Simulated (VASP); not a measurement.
A run of VASP 6.6.1:

INCAR

```
SYSTEM = GeSb4Te4
  PREC = Accurate
  ENCUT = 520
  EDIFF = 1E-7
  ISMEAR = 0
  SIGMA = 0.03
  LREAL = .FALSE.
  LASPH = .TRUE.
  NELM = 100
  ALGO = Normal
  ISIF = 2
  LWAVE = .FALSE.
  LCHARG = .TRUE.
  GGA = PE
  LELF = .TRUE.
  LVHAR = .TRUE.
  NBANDS = 39
```

The input KPOINTS:

```
regular mesh
0
G
  9 9 2
  0 0 0
```

POSCAR

```
GeSb4Te4
1.0
   -4.3299846501      0.0000000000      0.0000000000
   -2.1649923251     -3.7498767050      0.0000000000
    0.0000000000      0.0000000000     17.4986093019
Ge Sb Te
1 4 4
Direct
    0.0000000000      0.0000000000      0.3842155452
    0.3333333333      0.3333333333      0.9329788223
    0.6666666667      0.6666666667      0.8440243779
    0.6666666667      0.6666666667      0.1731903395
    0.3333333333      0.3333333333      0.5952407510
    0.3333333333      0.3333333333      0.2879155460
    0.6666666667      0.6666666667      0.4805155444
    1.0000000000      1.0000000000      0.0755589080
    0.0000000000      0.0000000000      0.6928721824
```

Potentials or basis: VASP PAW PBE potentials, release 64 (Ge_d, Sb, Te).

Run with:

```sh
$ cat potpaw_PBE.64/Ge_d/POTCAR potpaw_PBE.64/Sb/POTCAR potpaw_PBE.64/Te/POTCAR > POTCAR
$ mpirun -np 1 vasp_std > vasp.out
```

Hardware: 1 thread of Intel(R) Xeon(R) Platinum 8488C (Sapphire Rapids), with other jobs on the host.

Question: How long does it take, and how much memory?

Answer: It took 6.3 min on 1 thread of Intel(R) Xeon(R) Platinum 8488C (Sapphire Rapids), on a shared host, peak memory 0.52 GiB. Counts: scf iterations 18, k points 24.
